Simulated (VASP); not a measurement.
## Mg: single point with PBEsol

Mg:

```
Mg
1.0
     3.18875    0.00000    0.00000
    -1.59438    2.76154    0.00000
     0.00000    0.00000    5.10809
Mg
2
Direct
  0.33333 0.66667 0.25000
  0.66667 0.33333 0.75000
```

| Item | Value |
| --- | --- |
| Program | VASP 6.6.1 |
| Task | single point |
| Functional | PBEsol |
| Potentials or basis | VASP PAW PBE potentials, release 64 (Mg) |
| Cutoff | 520 eV |
| k mesh | 24 × 24 × 12 |
| Occupations | gaussian, width 0.1 eV |
| Spin | no spin polarisation |

```yaml
Pressure: 0.0 GPa
Band_gap_on_the_k_mesh: zero (bands 2 and 3 overlap by 2.18 eV)
```

Stress tensor (GPa, compression positive):
```
-0.30  0.00  0.00
 0.00 -0.30  0.00
 0.00  0.00  0.61
```

Levels at points of the mesh, in eV from the Fermi level:
```
           k point  band 1  band 2  band 3  band 4  band 5  band 6  band 7
(0.00, 0.00, 0.00)   -7.04   -1.67   -1.13   10.88   10.88   11.01   11.01
(0.50, 0.00, 0.00)   -2.23   -2.22    2.69    3.03    3.41    3.78    6.82
(0.00, 0.00, 0.50)   -5.60   -5.60    5.28    5.28   11.64   11.64   11.64
(0.50, 0.00, 0.50)   -1.16   -1.16   -0.48   -0.48    8.02    8.02    8.08
```

Run time: 110 s on 1 thread of Intel Xeon 8259CL (shared host), peak memory 0.29 GiB.

Caveat: the PAW data sets were made with another functional, which shifts forces and pressure a little.
